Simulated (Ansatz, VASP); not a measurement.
## Ir in VASP and in Ansatz

```xyz
8
Lattice="-3.8707 3.8707 0.0000 -3.8707 0.0000 3.8707 0.0000 3.8707 3.8707" Properties=species:S:1:pos:R:3 pbc="T T T"
Ir    0.0000   -0.1800    0.0000
Ir   -1.9353    1.9353    0.0000
Ir   -1.9353    0.0000    1.9353
Ir    0.0000    1.9353    1.9353
Ir   -3.8707    1.9353    1.9353
Ir   -1.9353    3.8707    1.9353
Ir   -1.9353    1.9353    3.8707
Ir   -3.8707    3.8707    3.8707
```

Alike in both runs: task single point; functional PBE; k mesh 14 × 14 × 14; occupations gaussian, width 0.15 eV; no spin polarisation.

|  | VASP | Ansatz |
| --- | --- | --- |
| version | VASP 6.6.1 | Ansatz 0.2.0 |
| potentials or method | VASP PAW PBE potentials, release 64 (Ir), cutoff 520 eV | scalar-relativistic, plane waves, PAW |
| valence electrons in the cell | 72 | 136 |

|  | VASP | Ansatz | Ansatz less VASP |
| --- | --- | --- | --- |
| gap on the k mesh at the Fermi level (eV) | none | none | - |
| pressure (GPa) | 2.0 | 1.5 | -0.48 |
| traceless stress, the component that is largest in VASP (GPa) | 0.67 | 0.67 | +0.005 |
| rms of the force components (eV/Å) | 0.607 | 0.601 | -0.0058 |

Atom by atom the forces differ by 0.007 eV/Å (rms over components). A gap of «none» marks a metal or a gap that the smearing closes. VASP's potentials hold 72 valence electrons a cell and Ansatz's 136, so a difference there can come from the potentials and not from the codes.

Spin-orbit coupling is off throughout.
